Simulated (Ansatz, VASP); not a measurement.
# Two plane-wave programs on Al2Ru

```
Al Ru
1.0
     0.00000    3.92783    4.31930
     2.31531    0.00000    4.31930
     2.31531    3.92783    0.00000
Al Ru
4 2
Direct
  0.07895 0.42105 0.07895
  0.42105 0.07895 0.42105
  0.17105 0.82895 0.17105
  0.82895 0.17105 0.82895
  0.75000 0.75000 0.75000
  0.50000 0.50000 0.50000
```

Change from the starting cell: strain -0.015 along x and y, -0.015 along z, atoms carried along.

Alike in both runs: task single point; functional PBEsol; k mesh 10 × 10 × 10; occupations gaussian, width 0.03 eV; no spin polarisation.

```csv
,VASP,Ansatz
version,VASP 6.6.1,Ansatz 0.2.0
potentials or method,"VASP PAW PBE potentials, release 64 (Al, Ru_pv), cutoff 520 eV","scalar-relativistic, plane waves, PAW"
valence electrons in the cell,40,44
```

|  | VASP | Ansatz | Ansatz less VASP |
| --- | --- | --- | --- |
| gap on the k mesh at the Fermi level (eV) | 0.10 | 0.10 | 0.000 |
| least direct gap on the mesh (eV) | 1.31 | 1.31 | +0.001 |
| pressure (GPa) | 9.2 | 9.1 | -0.14 |
| traceless stress, the component that is largest in VASP (GPa) | -0.78 | -0.75 | +0.029 |
| rms of the force components (eV/Å) | 0.031 | 0.030 | -0.0003 |

VASP's potentials were made for PBE, not for PBEsol. Atom by atom the forces differ by 0.000 eV/Å (rms over components). VASP's potentials hold 40 valence electrons a cell and Ansatz's 44, so a difference there can come from the potentials and not from the codes.
